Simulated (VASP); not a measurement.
# NaCl (Imm2) in VASP: notebook, part 2 of 2

VASP 6.6.1. The steps go on from the part before.

## (4) Single point, PBEsol (all Cl atoms moved -0.150 Å, as atom 2 along Cartesian [1 -1 0])

Input file INCAR:

```
SYSTEM = NaCl
PREC = Accurate ; ENCUT = 520
EDIFF = 1E-6 ; ISMEAR = 0
SIGMA = 0.05 ; LREAL = .False.
LASPH = .True. ; NELM = 80
ALGO = Normal ; ISIF = 2
LWAVE = .False. ; LCHARG = .True.
GGA = PS ; LELF = .True.
LVHAR = .True. ; NBANDS = 14
```

Input file KPOINTS:

```
regular mesh
0
Gamma
  8 8 8
  0 0 0
```

Input file POSCAR:

```
NaCl
1.0
    0.0000000000      2.8317500000      2.8317500000
    2.8317500000      0.0000000000      2.8317500000
    2.8317500000      2.8317500000      0.0000000000
Na Cl
1 1
Direct
    0.0000000000      0.0000000000      0.0000000000
    0.5374559962      0.4625440038      0.5000000000
```

Potentials or basis: VASP PAW PBE potentials, release 64 (Na_pv, Cl).

Command:

```sh
$ cat potpaw_PBE.64/Na_pv/POTCAR potpaw_PBE.64/Cl/POTCAR > POTCAR
$ mpirun -np 1 vasp_std > vasp.out
```

OUTCAR:

```text
SYSTEM = NaCl
   PREC = Accurate
   ENCUT = 520
   EDIFF = 1E-6
   ISMEAR = 0
   LREAL = .False.
   LASPH = .True.
   NELM = 80
   ISIF = 2
   GGA = PS

 ion  position               nearest neighbor table
   1  0.000  0.000  0.000-   2 2.73   2 2.73
   2  0.537  0.463  0.500-   1 2.73   1 2.73

  LATTYP: Found a face centered cubic cell.
 ALAT       =     5.6635000000

  Lattice vectors:

 A1 = (   0.0000000000,   2.8317500000,   2.8317500000)
 A2 = (   2.8317500000,   0.0000000000,   2.8317500000)
 A3 = (   2.8317500000,   2.8317500000,   0.0000000000)

Analysis of symmetry for initial positions (statically):
=====================================================================
 Subroutine PRICEL returns:
 Original cell was already a primitive cell.

 Routine SETGRP: Setting up the symmetry group for a
 face centered cubic supercell.

 Subroutine GETGRP returns: Found  4 space group operations
 (whereof  4 operations were pure point group operations)
 out of a pool of 48 trial point group operations.

The static configuration has the point symmetry C_2v.

Analysis of symmetry for dynamics (positions and initial velocities):
=====================================================================
 Subroutine PRICEL returns:
 Original cell was already a primitive cell.

 Routine SETGRP: Setting up the symmetry group for a
 face centered cubic supercell.

 Subroutine GETGRP returns: Found  4 space group operations
 (whereof  4 operations were pure point group operations)
 out of a pool of 48 trial point group operations.

The dynamic configuration has the point symmetry C_2v.

 Subroutine INISYM returns: Found  4 space group operations
 (whereof  4 operations are pure point group operations),
 and found     1 'primitive' translations

----------------------------------------------------------------------------------------

                                     Primitive cell

  volume of cell :      45.4145

  direct lattice vectors                    reciprocal lattice vectors
     0.000000000  2.831750000  2.831750000    -0.176569259  0.176569259  0.176569259
     2.831750000  0.000000000  2.831750000     0.176569259 -0.176569259  0.176569259
     2.831750000  2.831750000  0.000000000     0.176569259  0.176569259 -0.176569259
[... 114 lines left out ...]
   LRPA    =     F    only Hartree local field effects (RPA)
 non-spin polarized calculation
 Gauss-broadening in eV      SIGMA  =   0.05
  energy-cutoff  :      520.00
  volume of cell :       45.41
 maximum number of plane-waves:      1243
 NGX is ok and might be reduce to    30
   NGX = 15   NGY = 15   NGZ = 15

 number of electron      13.9999994 magnetization

 Free energy of the ion-electron system (eV)
  ---------------------------------------------------
  ext. energy  EPLUGINS =         0.00000000
  ---------------------------------------------------
  free energy    TOTEN  =        -6.98124821 eV

  energy without entropy =       -6.98124821  energy(sigma->0) =       -6.98124821

 E-fermi :  -0.5641     XC(G=0):  -8.2742

 val. band max:       -0.8584099904   @ k =   0.0000   0.0000   0.0000
 cond. band min:       4.0313332639   @ k =   0.0000   0.0000   0.0000
 fundamental gap:      4.8897432543
 Fermi energy:        -0.5641439960

 k-point     1 :       0.0000    0.0000    0.0000
  band No.  band energies     occupation
      1     -21.5253      2.00000
      2     -21.5238      2.00000
      3     -21.5237      2.00000
      4     -13.4744      2.00000
      5      -0.8682      2.00000
      6      -0.8592      2.00000
      7      -0.8584      2.00000
      8       4.0313      0.00000
      9      10.1243      0.00000
     10      10.1374      0.00000
     11      10.1552      0.00000
     12      12.3494      0.00000
     13      12.3690      0.00000
     14      13.6669      0.00000
[... 377 lines left out ...]
      1     -21.5502      2.00000
      2     -21.5289      2.00000
      3     -21.5259      2.00000
      4     -13.1511      2.00000
      5      -2.6013      2.00000
      6      -1.3356      2.00000
      7      -1.1293      2.00000
      8       6.5779      0.00000
      9       9.0925      0.00000
     10       9.5348      0.00000
     11      10.2941      0.00000
     12      13.4119      0.00000
     13      14.8385      0.00000
     14      15.0260      0.00000

 [... further k-points ...]
[... 5 lines left out ...]
  --------------------------------------------------------------------------------------
  -------------------------------------------------------------------------------------
  Total       -0.1146886     -0.1146886     -0.2307596      0.0238032      0.0000000      0.0000000
  in kB       -4.0460951     -4.0460951     -8.1409607      0.8397538      0.0000000      0.0000000
  external PRESSURE =      -5.4110503 kB  Pullay stress =       0.0000000 kB

 VOLUME and BASIS-vectors are now :
 -----------------------------------------------------------------------------
  energy-cutoff  :      520.00
  volume of cell :       45.41
      direct lattice vectors                 reciprocal lattice vectors
     0.000000000  2.831750000  2.831750000    -0.176569259  0.176569259  0.176569259
     2.831750000  0.000000000  2.831750000     0.176569259 -0.176569259  0.176569259
     2.831750000  2.831750000  0.000000000     0.176569259  0.176569259 -0.176569259

 POSITION                                       TOTAL-FORCE (eV/Angst)
 -----------------------------------------------------------------------------------
      0.00000      0.00000      0.00000        -0.132829      0.132829      0.000000
      2.72568      2.93782      2.83175         0.132829     -0.132829      0.000000
 -----------------------------------------------------------------------------------
    total drift:                               -0.000353      0.000353      0.000000

  FREE ENERGIE OF THE ION-ELECTRON SYSTEM (eV)
  ---------------------------------------------------
  free  energy   TOTEN  =        -6.9812482140 eV

  energy  without entropy=       -6.9812482140  energy(sigma->0) =       -6.98124821
```

Wall time 48 s (1 thread of AMD EPYC 7R43 (Zen 3), shared host); peak memory 0.16 GiB.

What came out:

```yaml
Free_energy: -6.9812 eV
Pressure: -0.5 GPa
Largest_force: 0.188 eV/Å
Band_gap_on_the_k_mesh: 4.89 eV, direct
```

Forces on the atoms (eV/Å):
```
Na  -0.133  0.133  0.000
Cl   0.133 -0.133  0.000
```

Caveat: the cell differs from its parent crystal (all Cl atoms moved -0.150 Å, as atom 2 along Cartesian [1 -1 0]); the PAW data sets were made with another functional, which shifts forces and pressure a little. A k mesh can miss the band edges.

## (5) Single point, PBEsol (all Cl atoms moved +0.263 Å, as atom 2 along Cartesian [1 -1 0])

Input file INCAR:

```
SYSTEM = NaCl
PREC     = Accurate       ! precision mode
ENCUT    = 520            ! plane-wave cutoff, eV
EDIFF    = 1E-7           ! SCF threshold, eV
ISMEAR   = 0              ! smearing method
SIGMA    = 0.05           ! smearing width, eV
LREAL    = .FALSE.        ! projectors in reciprocal space
LASPH    = .TRUE.         ! aspherical terms in the spheres
NELM     = 80             ! most SCF steps
ALGO     = Normal         ! electronic algorithm
ISIF     = 2              ! what is computed and relaxed
LWAVE    = .FALSE.        ! write WAVECAR
LCHARG   = .FALSE.        ! write CHGCAR
GGA      = PS             ! functional
NBANDS   = 14             ! bands
```

Input file KPOINTS:

```
Automatic mesh
0
G
  8 8 8
  0 0 0
```

POSCAR: that of step 4 with these lines changed.

```diff
@@ -9,2 +9,2 @@
     0.0000000000      0.0000000000      0.0000000000
-    0.5374559962      0.4625440038      0.5000000000
+    0.4344520067      0.5655479933      0.5000000000
```

Command:

```sh
$ cat potpaw_PBE.64/Na_pv/POTCAR potpaw_PBE.64/Cl/POTCAR > POTCAR
$ mpirun -np 1 vasp_std > vasp.out
```

Wall time 64 s (1 thread of AMD EPYC 7R43 (Zen 3), shared host); peak memory 0.16 GiB.

The run converged. Its results:

```yaml
Free_energy: -6.9514 eV
Pressure: -0.1 GPa
Largest_force: 0.346 eV/Å
Band_gap_on_the_k_mesh: 4.90 eV, direct
```

Forces on the atoms (eV/Å):
```
Na   0.245 -0.245  0.000
Cl  -0.245  0.245  0.000
```

Stress tensor (GPa, compression positive):
```
 0.36  0.28  0.00
 0.28  0.36  0.00
 0.00  0.00 -0.90
```

Levels at points of the mesh, in eV from the valence-band top:
```csv
k point,band 5,band 6,band 7,band 8,band 9,band 10
"(0.00, 0.00, 0.00)",-0.03,0.00,0.00,4.90,10.98,11.02
"(0.50, 0.00, 0.00)",-1.92,-0.29,-0.25,7.09,10.29,10.85
"(0.00, 0.00, 0.50)",-1.93,-0.26,-0.25,7.06,10.20,10.84
"(0.50, 0.50, 0.00)",-1.66,-0.62,-0.59,7.39,7.94,11.06
"(0.00, 0.50, 0.50)",-1.66,-0.60,-0.60,7.38,7.93,11.05
```

Caveat: the cell differs from its parent crystal (all Cl atoms moved +0.263 Å, as atom 2 along Cartesian [1 -1 0]); the PAW data sets were made with another functional, which shifts forces and pressure a little. A k mesh can miss the band edges.

## (6) Single point, PBEsol (all Cl atoms moved +0.188 Å, as atom 2 along Cartesian [1 -1 0])

Input file INCAR:

```
PREC = Accurate
ENCUT = 520
EDIFF = 1E-6
ISMEAR = 0
SIGMA = 0.05
LREAL = F
LASPH = T
NELM = 80
ALGO = Normal
ISIF = 2
LWAVE = F
LCHARG = T
GGA = PS
LELF = T
LVHAR = T
NBANDS = 14
```

Input file KPOINTS:

```
regular mesh
0
Gamma
  8 8 8
```

POSCAR: that of step 5 with these lines changed.

```diff
@@ -9,2 +9,2 @@
     0.0000000000      0.0000000000      0.0000000000
-    0.4344520067      0.5655479933      0.5000000000
+    0.4531800048      0.5468199952      0.5000000000
```

Potentials or basis: VASP PAW PBE potentials, release 64 (Na_pv, Cl).

Command:

```sh
$ cat potpaw_PBE.64/Na_pv/POTCAR potpaw_PBE.64/Cl/POTCAR > POTCAR
$ mpirun -np 1 vasp_std > vasp.out
```

Wall time 71 s (1 thread of AMD EPYC 7R43 (Zen 3), shared host); peak memory 0.15 GiB.

Results (log left out):

| Item | Value |
| --- | --- |
| Free energy | -6.9733 eV |
| Pressure | -0.4 GPa |
| Largest force | 0.238 eV/Å |
| Band gap on the k mesh | 4.89 eV, direct |

Forces in eV/Å, atoms in the order of the input:
```
Na   0.169 -0.169  0.000
Cl  -0.169  0.169  0.000
```

Stress tensor (GPa, compression positive):
```
-0.20  0.13  0.00
 0.13 -0.20  0.00
 0.00  0.00 -0.84
```

Levels at points of the mesh, in eV from the valence-band top:
```tsv
k point	band 4	band 5	band 6	band 7	band 8	band 9	band 10	band 11
(0.00, 0.00, 0.00)	-12.62	-0.02	0.00	0.00	4.89	10.98	11.00	11.03
(0.50, 0.00, 0.00)	-12.28	-1.93	-0.27	-0.26	7.07	10.34	10.84	10.90
(0.00, 0.00, 0.50)	-12.28	-1.93	-0.26	-0.25	7.06	10.27	10.84	10.99
(0.50, 0.50, 0.00)	-12.24	-1.67	-0.61	-0.59	7.40	7.92	11.05	14.46
(0.00, 0.50, 0.50)	-12.23	-1.67	-0.60	-0.60	7.39	7.91	11.05	14.51
```

Caveat: the cell differs from its parent crystal (all Cl atoms moved +0.188 Å, as atom 2 along Cartesian [1 -1 0]); the PAW data sets were made with another functional, which shifts forces and pressure a little. A k mesh can miss the band edges.
